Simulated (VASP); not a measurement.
# MnSb (P6_3/mmc) in VASP: a series of runs, part 2 of 2

VASP 6.6.1.

### Step 3. Single point, PBE, collinear spin, zero start

File INCAR:

```
SYSTEM = MnSb
ALGO = Normal
EDIFF = 1E-6
ENCUT = 520
GGA = PE
ISIF = 2
ISMEAR = -1
ISPIN = 2
LASPH = .TRUE.
LCHARG = .FALSE.
LMAXMIX = 4
LORBIT = 11
LREAL = .FALSE.
LWAVE = .FALSE.
MAGMOM = 0 0 0 0
NBANDS = 30
NELM = 150
NUPDOWN = 0.0
PREC = Accurate
SIGMA = 0.05
```

File KPOINTS:

```
k-points
0
G
  6 6 4
  0 0 0
```

File POSCAR:

```
MnSb
1.0
    4.1500000000      0.0000000000      0.0000000000
   -2.0750000000      3.5940054257      0.0000000000
    0.0000000000      0.0000000000      5.7800000000
Sb Mn
2 2
Direct
    0.6666666667      0.3333333333      0.7500000000
    0.3333333333      0.6666666667      0.2500000000
    0.0000000000      0.0000000000      0.5000000000
    0.0000000000      0.0000000000      0.0000000000
```

Potentials or basis: VASP PAW PBE potentials, release 64 (Sb, Mn_pv).

Command:

```sh
cat potpaw_PBE.64/Sb/POTCAR potpaw_PBE.64/Mn_pv/POTCAR > POTCAR
mpirun -np 1 vasp_std > vasp.out
```

OUTCAR:

```text
SYSTEM = MnSb
   EDIFF = 1E-6
   ENCUT = 520
   GGA = PE
   ISIF = 2
   ISMEAR = -1
   ISPIN = 2
   LASPH = .TRUE.
   LORBIT = 11
   LREAL = .FALSE.
   NELM = 150
   NUPDOWN = 0.0
   PREC = Accurate

 ion  position               nearest neighbor table
   1  0.667  0.333  0.750-   3 2.80   4 2.80   3 2.80   4 2.80   3 2.80   4 2.80   2 3.75   2 3.75
                             2 3.75   2 3.75   2 3.75   2 3.75
   2  0.333  0.667  0.250-   3 2.80   4 2.80   3 2.80   4 2.80   3 2.80   4 2.80   1 3.75   1 3.75
                             1 3.75   1 3.75   1 3.75   1 3.75
   3  0.000  0.000  0.500-   1 2.80   2 2.80   2 2.80   1 2.80   1 2.80   2 2.80   4 2.89   4 2.89

   4  0.000  0.000  0.000-   1 2.80   2 2.80   2 2.80   1 2.80   1 2.80   2 2.80   3 2.89   3 2.89

  LATTYP: Found a hexagonal cell.
 ALAT       =     4.1500000000
 C/A-ratio  =     1.3927710843

  Lattice vectors:

 A1 = (   4.1500000000,   0.0000000000,   0.0000000000)
 A2 = (  -2.0750000000,   3.5940054257,   0.0000000000)
 A3 = (   0.0000000000,   0.0000000000,   5.7800000000)

Analysis of symmetry for initial positions (statically):
[... 1593 lines left out ...]
  Direction    XX          YY          ZZ          XY          YZ          ZX
  --------------------------------------------------------------------------------------
  -------------------------------------------------------------------------------------
  Total       -7.3597491     -7.3597491    -11.4014505      0.0000000      0.0000000      0.0000000
  in kB     -136.7788430   -136.7788430   -211.8927153      0.0000000      0.0000000      0.0000000
  external PRESSURE =    -161.8168005 kB  Pullay stress =       0.0000000 kB

 VOLUME and BASIS-vectors are now :
 -----------------------------------------------------------------------------
  energy-cutoff  :      520.00
  volume of cell :       86.21
      direct lattice vectors                 reciprocal lattice vectors
     4.150000000  0.000000000  0.000000000     0.240963855  0.139120547  0.000000000
    -2.075000000  3.594005426  0.000000000     0.000000000  0.278241094  0.000000000
     0.000000000  0.000000000  5.780000000     0.000000000  0.000000000  0.173010381

 POSITION                                       TOTAL-FORCE (eV/Angst)
 -----------------------------------------------------------------------------------
      2.07500      1.19800      4.33500         0.000000     -0.000000      0.000000
     -0.00000      2.39600      1.44500        -0.000000      0.000000      0.000000
      0.00000      0.00000      2.89000         0.000000     -0.000000      0.000000
      0.00000      0.00000      0.00000         0.000000     -0.000000      0.000000
 -----------------------------------------------------------------------------------
    total drift:                               -0.000000      0.000000      0.000000

  FREE ENERGIE OF THE ION-ELECTRON SYSTEM (eV)
  ---------------------------------------------------
  free  energy   TOTEN  =       -24.3242978490 eV

  energy  without entropy=      -24.2304128911  energy(sigma->0) =      -24.27735537

 total charge

# of ion       s       p       d       tot
------------------------------------------
    1        1.122   1.201   0.050   2.373
    2        1.122   1.201   0.050   2.373
    3        0.260   6.179   5.134  11.573
    4        0.260   6.179   5.134  11.573
--------------------------------------------------
tot          2.764  14.760  10.368  27.891

 magnetization (x)

# of ion       s       p       d       tot
------------------------------------------
    1       -0.000  -0.000  -0.000  -0.000
    2       -0.000  -0.000  -0.000  -0.000
    3       -0.000  -0.000   0.000   0.000
    4       -0.000  -0.000   0.000   0.000
--------------------------------------------------
tot         -0.000  -0.000   0.000   0.000
```

stdout:

```text
POSCAR found type information on POSCAR SbMn
 POSCAR found :  2 types and       4 ions
 scaLAPACK will be used
 LDA part: xc-table for (Slater+PW92), standard interpolation
 POSCAR, INCAR and KPOINTS ok, starting setup
 FFT: planning ... GRIDC
 FFT: planning ... GRID_SOFT
 FFT: planning ... GRID
 WAVECAR not read
 entering main loop
```

Run time: 46 s. Hardware: 1 thread of Intel Xeon 6975P-C (Granite Rapids), shared host; peak memory 0.28 GiB.

Results:

```
Free energy                                           : -24.3243 eV
Pressure                                              : -16.2 GPa
Net moment                                            : 0.00 μB per cell
Valence electrons inside the program's atomic spheres : Sb 2.37; Mn 11.57
```

Caveat: spin-orbit coupling is left out, which moves the levels of the heavy elements; the total moment is fixed, so each spin has its own Fermi level.

### Step 4. Single point, PBEsol, collinear spin, ferromagnetic start

File INCAR:

```
SYSTEM = MnSb
PREC = Accurate
ENCUT = 520
EDIFF = 1E-7
ISMEAR = -1
SIGMA = 0.1
LREAL = .FALSE.
LASPH = .TRUE.
NELM = 150
ALGO = Normal
ISIF = 2
LWAVE = .FALSE.
LCHARG = .FALSE.
ISPIN = 2
MAGMOM = 0 0 4 4
LORBIT = 11
LMAXMIX = 4
GGA = PS
NBANDS = 30
```

File KPOINTS:

```
regular mesh
0
G
  6 6 4
  0 0 0
```

POSCAR is that of step 3.

Command:

```sh
cat potpaw_PBE.64/Sb/POTCAR potpaw_PBE.64/Mn_pv/POTCAR > POTCAR
mpirun -np 1 vasp_std > vasp.out
```

Run time: 3.9 min. Hardware: 1 thread of AMD EPYC 7R13, shared host; peak memory 0.26 GiB.

The run converged. Its results:

| Property | Result |
| --- | --- |
| Free energy | -28.2680 eV |
| Pressure | -7.0 GPa |
| Net moment | 6.68 μB per cell |
| Site moments | Sb -0.12; Mn +3.38 μB |
| Valence electrons inside the program's atomic spheres | Sb 2.44; Mn 11.52 |

Stress tensor (GPa, compression positive):
```
-6.66  0.00  0.00
 0.00 -6.66  0.00
 0.00  0.00 -7.64
```

Levels at points of the mesh, in eV from the Fermi level:
Spin up:
```tsv
k point	band 18	band 19	band 20	band 21	band 22	band 23	band 24	band 25	band 26	band 27
(0.00, 0.00, 0.00)	-1.84	-0.50	0.48	0.48	2.26	2.26	2.60	2.96	4.27	5.61
(0.50, 0.00, 0.00)	-2.22	-1.98	-1.85	-1.84	-0.86	0.71	3.07	3.47	4.34	4.78
(0.00, 0.00, 0.50)	-2.50	-0.61	-0.61	1.72	1.72	1.72	1.72	4.54	4.54	5.41
(0.50, 0.00, 0.50)	-2.29	-2.15	-2.15	0.12	0.12	1.14	1.14	3.94	3.94	5.93
```
Spin down:
```
           k point  band 12  band 13  band 14  band 15  band 16  band 17  band 18  band 19
(0.00, 0.00, 0.00)    -0.87    -0.02    -0.02     0.31     0.31     0.58     0.58     1.41
(0.50, 0.00, 0.00)    -2.34    -2.12    -1.99    -1.03     0.51     0.69     0.77     0.90
(0.00, 0.00, 0.50)    -1.59    -1.59    -1.59     0.50     0.50     0.50     0.50     0.82
(0.50, 0.00, 0.50)    -2.00    -1.54    -1.54     0.31     0.31     0.84     0.84     0.85
```

Caveat: the PAW data sets were made with another functional, which shifts forces and pressure a little; spin-orbit coupling is left out, which moves the levels of the heavy elements; only a ferromagnetic start was run, and an antiferromagnetic order may lie lower in energy.

### Step 5. Single point, PBEsol-based screened hybrid, collinear spin, ferromagnetic start

POSCAR is that of step 4.

File INCAR.step1:

```
PREC = Accurate ; ENCUT = 520
EDIFF = 1E-5 ; ISMEAR = -1
SIGMA = 0.05 ; LREAL = F
LASPH = T ; NELM = 150
ALGO = Normal ; ISIF = 2
LWAVE = T ; LCHARG = F
ISPIN = 2 ; MAGMOM = 0 0 4 4
LORBIT = 11 ; LMAXMIX = 4
NBANDS = 30 ; GGA = PE
LUSENCCL = F
```

File INCAR.step2:

```
PREC = Accurate ; ENCUT = 520
EDIFF = 1E-6 ; ISMEAR = -1
SIGMA = 0.05 ; LREAL = F
LASPH = T ; NELM = 150
ALGO = Normal ; ISIF = 2
LWAVE = F ; LCHARG = F
ISPIN = 2 ; MAGMOM = 0 0 4 4
LORBIT = 11 ; LMAXMIX = 4
GGA = PS ; LHFCALC = T
AEXX = 0.25 ; HFSCREEN = 0.207
PRECFOCK = Normal ; NBANDS = 30
ISTART = 1 ; LUSENCCL = F
```

File KPOINTS:

```
regular mesh
0
Gamma
  4 4 3
```

Command:

```sh
cat potpaw_PBE.64/Sb/POTCAR potpaw_PBE.64/Mn_pv/POTCAR > POTCAR
cp INCAR.step1 INCAR
mpirun -np 1 vasp_std > vasp.out
cp INCAR.step2 INCAR
mpirun -np 1 vasp_std > vasp.out
```

It used 450 s of CPU time on 1 × NVIDIA H100 80GB with 1 thread of AMD EPYC 7R13 Processor (Zen 3), with other jobs on the host.

It converged, with:

```
Free energy                                           : -38.2815 eV
Pressure                                              : 1.7 GPa
Band gap on the k mesh                                : zero (filled and empty bands overlap)
Net moment                                            : 8.00 μB per cell
Site moments                                          : Sb -0.23; Mn +4.16 μB
Valence electrons inside the program's atomic spheres : Sb 2.71; Mn 11.45
```

Stress tensor (GPa, compression positive):
```
0.71 0.00 0.00
0.00 0.71 0.00
0.00 0.00 3.72
```

Levels at points of the mesh, in eV from the Fermi level:
Spin up:
```csv
k point,band 18,band 19,band 20,band 21,band 22,band 23,band 24,band 25,band 26,band 27
"(0.00, 0.00, 0.00)",-4.59,-2.94,0.36,0.36,1.83,1.83,3.11,3.13,4.49,6.03
"(0.50, 0.00, 0.00)",-4.51,-3.80,-3.24,-2.73,-2.72,-0.13,2.85,3.36,4.51,5.11
```
Spin down:
```tsv
k point	band 10	band 11	band 12	band 13	band 14	band 15	band 16	band 17	band 18	band 19
(0.00, 0.00, 0.00)	-2.70	-2.70	0.20	0.27	0.27	1.22	1.22	1.62	1.62	2.43
(0.50, 0.00, 0.00)	-3.79	-3.45	-2.75	-2.67	-2.15	-0.26	2.16	2.23	2.37	2.48
```

Caveat: the k points lie up to 0.44 Å⁻¹ apart; the PAW data sets were made with another functional, which shifts forces and pressure a little; spin-orbit coupling is left out, which moves the levels of the heavy elements; only a ferromagnetic start was run, and an antiferromagnetic order may lie lower in energy.

### Step 6. The runs side by side

| level | spin | fixed moment (μB) | k mesh | smearing | grid for exact exchange (PRECFOCK) | share of exact exchange | screening parameter | gap on the mesh (eV) | pressure (GPa) | moment (μB) |
| --- | --- | --- | --- | --- | --- | --- | --- | --- | --- | --- |
| PBE | collinear, ferromagnetic start | - | 5 × 5 × 4 | fermi-dirac 0.05 eV | - | - | - | none | -3.3 | 6.66 |
| PBE | collinear, zero start | 0.0 | 6 × 6 × 4 | fermi-dirac 0.05 eV | - | - | - | - | -16.2 | 0.00 |
| PBEsol | collinear, ferromagnetic start | - | 6 × 6 × 4 | fermi-dirac 0.1 eV | - | - | - | none | -7.0 | 6.68 |
| PBEsol-based screened hybrid | collinear, ferromagnetic start | - | 4 × 4 × 3 | fermi-dirac 0.05 eV | Normal | 0.25 | 0.207 1/Å | none | 1.7 | 8.00 |

Alike in all rows: task single point; potentials or basis VASP PAW PBE potentials, release 64 (Sb, Mn_pv); cell as given; cutoff (eV) 520.

Caveats: some runs use coarse meshes; spin-orbit coupling is left out, which moves the levels of the heavy elements; the PAW data sets were made with another functional, which shifts forces and pressure a little (some runs); the total moment is fixed, so each spin has its own Fermi level (some runs).

Absolute energies hang on the potentials; compare differences alone.
